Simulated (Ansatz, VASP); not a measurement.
# LiCl in VASP and in Ansatz

INCAR

```
SYSTEM = LiCl
ALGO = Normal
EDIFF = 1E-6
ENCUT = 520
GGA = PE
ISIF = 2
ISMEAR = 0
LASPH = .True.
LCHARG = .False.
LREAL = .False.
LWAVE = .False.
NBANDS = 12
NELM = 80
PREC = Accurate
SIGMA = 0.02
```

The input KPOINTS:

```
k-points
0
Gamma
  8 8 8
  0 0 0
```

The input POSCAR:

```
LiCl
1.0
    0.0000000000      2.5225673401      2.5225673401
    2.5225673401      0.0000000000      2.5225673401
    2.5225673401      2.5225673401      0.0000000000
Li Cl
1 1
Direct
    0.0000000000      0.0000000000      0.0000000000
    0.5000000000      0.5000000000      0.5000000000
```

Input for Ansatz:

```yaml
crystal:
  lattice:
    - [0.0, 2.5225673401, 2.5225673401]
    - [2.5225673401, 0.0, 2.5225673401]
    - [2.5225673401, 2.5225673401, 0.0]
  atoms:
    - { symbol: Li, position: [0.0, 0.0, 0.0] }
    - { symbol: Cl, position: [0.5, 0.5, 0.5] }
basis:
  ecutwfc: 420
kpoints:
  mp_grid: { grid: [8, 8, 8] }
hamiltonian:
  xc: pbe
scf:
  occupations: { method: gaussian, width: 0.02 }
output:
  forces: true
  stress: true
  eigenvalues: true
  write_density: true
  write_potential: true
  elf: true
  volumetric_format: npy
```

Alike in both runs: task single point; functional PBE; k mesh 8 × 8 × 8; occupations gaussian, width 0.02 eV; no spin polarisation.

```csv
,VASP,Ansatz
version,VASP 6.6.1,Ansatz 0.2.0
potentials or method,"VASP PAW PBE potentials, release 64 (Li_sv, Cl), cutoff 520 eV","scalar-relativistic, plane waves, PAW"
valence electrons in the cell,10,10
```

```csv
,VASP,Ansatz,Ansatz less VASP
gap on the k mesh at the Fermi level (eV),6.64,6.62,-0.013
least direct gap on the mesh (eV),6.64,6.62,-0.013
```

With one functional, cell and mesh, what is left measures potentials, basis and numerics.

Noted on VASP's run: the cutoff is short for stress, so the pressure is rough.
